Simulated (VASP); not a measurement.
A run of VASP 6.6.1 is set up as follows.

The input INCAR:

```
SYSTEM = H2Se
  PREC = Accurate
  ENCUT = 520
  EDIFF = 1E-7
  ISMEAR = 0
  SIGMA = 0.1
  LREAL = .False.
  LASPH = .True.
  NELM = 100
  ALGO = Normal
  ISIF = 2
  LWAVE = .False.
  LCHARG = .False.
  GGA = PE
  IVDW = 12
  NBANDS = 11
```

The input KPOINTS:

```
Automatic mesh
0
Gamma
  6 6 4
  0 0 0
```

Contents of POSCAR:

```
H2Se
1.0
    3.2109336200      0.0000000000      0.0000000000
   -1.6054668100      2.7807500800      0.0000000000
    0.0000000000      0.0000000000      4.1646049500
H Se
2 1
Direct
    0.3333333300      0.6666666700      0.2500000000
    0.6666666700      0.3333333300      0.7500000000
    0.0000000000      0.0000000000      0.0000000000
```

Potentials or basis: VASP PAW PBE potentials, release 64 (H, Se).

The run is started by

```bash
$ cat potpaw_PBE.64/H/POTCAR potpaw_PBE.64/Se/POTCAR > POTCAR
$ mpirun -np 1 vasp_std > vasp.out
```

**Question.** Predict the band gap on the k mesh.

**Answer.** Zero (band 4 reaches 3.37 eV, above the bottom of band 5 at 1.47 eV).

**Question.** Predict the largest force.

**Answer.** 1.109 eV/Å.

Forces on the atoms (eV/Å):
```
H    0.000  0.000 -1.109
H    0.000  0.000  1.109
Se   0.000  0.000  0.000
```

Caveat: the k points lie up to 0.38 Å⁻¹ apart; forces of over 1 eV/Å act on the atoms, so gaps and moduli don't describe the material at rest.
